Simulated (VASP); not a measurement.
Wanted: the native input for a VASP 6.6.1 run.

| Item | Value |
| --- | --- |
| Task | single point |
| Functional | PBE |
| Potentials or basis | VASP PAW PBE potentials, release 64 (Zr_sv, Si, Pd) |
| Cutoff | 500 eV |
| k mesh | 6 × 6 × 4 |
| Occupations | gaussian, width 0.1 eV |
| Spin | collinear spin |
| Starting moments | [1.0, 0.0, 0.0, 0.0, 0.0, 1.0] μB |
| Dipole correction | no |
| Further INCAR settings | ALGO = Normal; EDIFF = 1e-06; NBANDS = 32 |

The structure of ZrSi4Pd lies in POSCAR:

```
ZrSi4Pd
1.0
    4.3907343335      0.0000000000      0.0000000000
   -2.1953671668      3.8024874741      0.0000000000
    0.0000000000      0.0000000000      5.6690543432
Zr Si Pd
1 4 1
Direct
    0.0000000000      0.0000000000      0.0000000000
    0.3333333333      0.6666666667      0.7180897777
    0.3333333333      0.6666666667      0.2819102223
    0.6666666667      0.3333333333      0.2819102223
    0.6666666667      0.3333333333      0.7180897777
    0.0000000000      0.0000000000      0.5000000000
```

The cell was generated, and may not be a known phase.

These files were run (other wordings do the same):

INCAR

```
SYSTEM = ZrSi4Pd
  ALGO = Normal
  EDIFF = 1E-6
  ENCUT = 500
  GGA = PE
  GGA_COMPAT = .FALSE.
  ISIF = 2
  ISMEAR = 0
  ISPIN = 2
  LASPH = .TRUE.
  LCHARG = .FALSE.
  LMAXMIX = 4
  LORBIT = 11
  LREAL = .FALSE.
  LWAVE = .FALSE.
  MAGMOM = 1 0 0 0 0 1
  NBANDS = 32
  NELM = 200
  PREC = Accurate
  SIGMA = 0.1
```

KPOINTS

```
k-points
0
G
  6 6 4
  0 0 0
```

Potentials or basis: VASP PAW PBE potentials, release 64 (Zr_sv, Si, Pd).

Command:

```console
$ cat potpaw_PBE.64/Zr_sv/POTCAR potpaw_PBE.64/Si/POTCAR potpaw_PBE.64/Pd/POTCAR > POTCAR
$ mpirun -np 1 vasp_std > vasp.out
```

It gave:

```json
{
  "Pressure": "-0.2 GPa",
  "Largest force": "0.032 eV/Å",
  "Band gap on the k mesh": "zero (filled and empty bands overlap)",
  "Net moment": "0.00 μB per cell",
  "Valence electrons inside the program's atomic spheres": "Zr 9.74; Si 1.59; Pd 9.59"
}
```

It took 49 s on 1 thread of Intel(R) Xeon(R) 6975P-C (Granite Rapids) (shared host), peak memory 0.29 GiB.
